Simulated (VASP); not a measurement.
# SnTe (Fm-3m) in VASP: further runs, part 2 of 2

VASP 6.6.1.

### Step 3. Single point, PBE

This run uses another cell than the first one, of 32.53 Å³/atom, 1.040 times its volume.

INCAR

```
PREC = Accurate ; ENCUT = 520
EDIFF = 1E-6 ; ISMEAR = 0
SIGMA = 0.01 ; LREAL = F
LASPH = T ; NELM = 60
ALGO = Normal ; ISIF = 2
LWAVE = F ; LCHARG = F
GGA = PE ; NBANDS = 17
```

KPOINTS

```
Automatic mesh
0
Gamma
  5 5 5
```

POSCAR

```
SnTe
1.0
    0.0000000000      3.1923133075      3.1923133075
    3.1923133075      0.0000000000      3.1923133075
    3.1923133075      3.1923133075      0.0000000000
Sn Te
1 1
Direct
    0.0000000000      0.0000000000      0.0000000000
    0.5000000000      0.5000000000      0.5000000000
```

Potentials or basis: VASP PAW PBE potentials, release 64 (Sn_d, Te).

Run with:

```sh
> cat potpaw_PBE.64/Sn_d/POTCAR potpaw_PBE.64/Te/POTCAR > POTCAR
> mpirun -np 1 vasp_std > vasp.out
```

OUTCAR:

```text
PREC = Accurate
   ENCUT = 520
   EDIFF = 1E-6
   ISMEAR = 0
   LREAL = F
   LASPH = T
   NELM = 60
   ISIF = 2
   GGA = PE

 ion  position               nearest neighbor table
   1  0.000  0.000  0.000-   2 3.19   2 3.19   2 3.19   2 3.19   2 3.19   2 3.19
   2  0.500  0.500  0.500-   1 3.19   1 3.19   1 3.19   1 3.19   1 3.19   1 3.19

  LATTYP: Found a face centered cubic cell.
 ALAT       =     6.3846266150

  Lattice vectors:
[... 369 lines left out ...]
     16      15.9986      0.00000
     17      16.0324      0.00000

------------------------ aborting loop because EDIFF is reached ----------------------------------------

  FORCE on cell =-STRESS in cart. coord.  units (eV):
  Direction    XX          YY          ZZ          XY          YZ          ZX
  --------------------------------------------------------------------------------------
  -------------------------------------------------------------------------------------
  Total        0.1572600      0.1572600      0.1572600      0.0000000      0.0000000     -0.0000000
  in kB        3.8724195      3.8724195      3.8724195      0.0000000      0.0000000     -0.0000000
  external PRESSURE =       3.8724195 kB  Pullay stress =       0.0000000 kB

 VOLUME and BASIS-vectors are now :
 -----------------------------------------------------------------------------
  energy-cutoff  :      520.00
  volume of cell :       65.06
      direct lattice vectors                 reciprocal lattice vectors
     0.000000000  3.192313308  3.192313308    -0.156626231  0.156626231  0.156626231
     3.192313308  0.000000000  3.192313308     0.156626231 -0.156626231  0.156626231
     3.192313308  3.192313308  0.000000000     0.156626231  0.156626231 -0.156626231

 POSITION                                       TOTAL-FORCE (eV/Angst)
 -----------------------------------------------------------------------------------
      0.00000      0.00000      0.00000         0.000000     -0.000000      0.000000
      3.19231      3.19231      3.19231        -0.000000      0.000000     -0.000000
 -----------------------------------------------------------------------------------
    total drift:                               -0.000000      0.000000      0.000000

  FREE ENERGIE OF THE ION-ELECTRON SYSTEM (eV)
  ---------------------------------------------------
  free  energy   TOTEN  =        -7.5680507882 eV

  energy  without entropy=       -7.5680507882  energy(sigma->0) =       -7.56805079
```

OSZICAR:

```text
N       E                     dE             d eps       ncg     rms          rms(c)
DAV:   1     0.126919931728E+03    0.12692E+03   -0.92126E+03   341   0.134E+03
DAV:   2     0.443974219368E+01   -0.12248E+03   -0.11874E+03   356   0.351E+02
DAV:   3    -0.729166936016E+01   -0.11731E+02   -0.11676E+02   435   0.903E+01
DAV:   4    -0.761779145176E+01   -0.32612E+00   -0.32593E+00   380   0.158E+01
DAV:   5    -0.763053358968E+01   -0.12742E-01   -0.12742E-01   478   0.314E+00    0.447E+00
DAV:   6    -0.756648880970E+01    0.64045E-01   -0.15169E-01   450   0.245E+00    0.283E+00
DAV:   7    -0.756753389940E+01   -0.10451E-02   -0.56630E-02   388   0.114E+00    0.855E-01
DAV:   8    -0.756792964595E+01   -0.39575E-03   -0.74623E-03   434   0.669E-01    0.177E-01
DAV:   9    -0.756805010073E+01   -0.12045E-03   -0.72072E-04   470   0.234E-01    0.371E-02
DAV:  10    -0.756804433397E+01    0.57668E-05   -0.10869E-04   443   0.831E-02    0.228E-02
DAV:  11    -0.756805102496E+01   -0.66910E-05   -0.44651E-05   383   0.477E-02    0.310E-02
DAV:  12    -0.756805078825E+01    0.23672E-06   -0.30636E-06   399   0.101E-02
   1 F= -.75680508E+01 E0= -.75680508E+01  d E =-.119772E-77
```

stdout:

```text
POSCAR found type information on POSCAR SnTe
 POSCAR found :  2 types and       2 ions
 scaLAPACK will be used
 LDA part: xc-table for (Slater+PW92), standard interpolation
 POSCAR, INCAR and KPOINTS ok, starting setup
 FFT: planning ... GRIDC
 FFT: planning ... GRID_SOFT
 FFT: planning ... GRID
 WAVECAR not read
 entering main loop
```

It took 11 s on 1 thread of AMD EPYC 9R45 (Zen 5), shared host; peak memory 0.17 GiB.

Results:

```yaml
Free_energy: -7.5681 eV
Pressure: 0.4 GPa
```

Caveat: this odd mesh misses L, where the gap lies, so gap, dielectric constants and Born charges aren't listed; spin-orbit coupling is left out, which moves the levels of the heavy elements.

### Step 4. Single point, PBE

This run uses another cell than the first one, of 33.78 Å³/atom, 1.080 times its volume.

INCAR

```
SYSTEM = SnTe
PREC     = Accurate       ! precision mode
ENCUT    = 520            ! plane-wave cutoff, eV
EDIFF    = 1E-7           ! SCF threshold, eV
ISMEAR   = 0              ! smearing method
SIGMA    = 0.01           ! smearing width, eV
LREAL    = .False.        ! projectors in reciprocal space
LASPH    = .True.         ! aspherical terms in the spheres
NELM     = 80             ! most SCF steps
ALGO     = Normal         ! electronic algorithm
ISIF     = 2              ! what is computed and relaxed
LWAVE    = .False.        ! write WAVECAR
LCHARG   = .False.        ! write CHGCAR
GGA      = PE             ! functional
NBANDS   = 17             ! bands
```

KPOINTS

```
regular mesh
0
Gamma
  5 5 5
  0 0 0
```

POSCAR

```
SnTe
1.0
    0.0000000000      3.2327266270      3.2327266270
    3.2327266270      0.0000000000      3.2327266270
    3.2327266270      3.2327266270      0.0000000000
Sn Te
1 1
Direct
    0.0000000000      0.0000000000      0.0000000000
    0.5000000000      0.5000000000      0.5000000000
```

Run with:

```sh
> cat potpaw_PBE.64/Sn_d/POTCAR potpaw_PBE.64/Te/POTCAR > POTCAR
> mpirun -np 1 vasp_std > vasp.out
```

Run time: 14 s. Hardware: 1 thread of AMD EPYC 9R45 (Zen 5), shared host; peak memory 0.17 GiB.

The run converged. Its results:

```
Free energy : -7.5634 eV
Pressure    : -1.0 GPa
```

Levels at points of the mesh, in eV from the Fermi level:
```
           k point  band 7  band 8  band 9  band 10  band 11  band 12  band 13  band 14
(0.00, 0.00, 0.00)   -4.61   -1.58   -1.58    -1.58     3.54     3.54     3.54     5.24
```

Caveat: this odd mesh misses L, where the gap lies, so gap, dielectric constants and Born charges aren't listed; spin-orbit coupling is left out, which moves the levels of the heavy elements.

### Step 5. Overview

```csv
cell,pressure (GPa)
"a = 4.456 Å, angles 60.0°, 2 atoms",2.2
"a = 4.515 Å, angles 60.0°, 2 atoms",0.4
"a = 4.572 Å, angles 60.0°, 2 atoms",-1.0
```

Alike in all rows: task single point; level PBE; potentials or basis VASP PAW PBE potentials, release 64 (Sn_d, Te); no spin polarisation; k mesh 5 × 5 × 5; cutoff (eV) 520; smearing gaussian 0.01 eV.

Caveats: spin-orbit coupling is left out, which moves the levels of the heavy elements.

Total energies depend on the potentials used, so only differences within one code and one set of settings carry meaning.
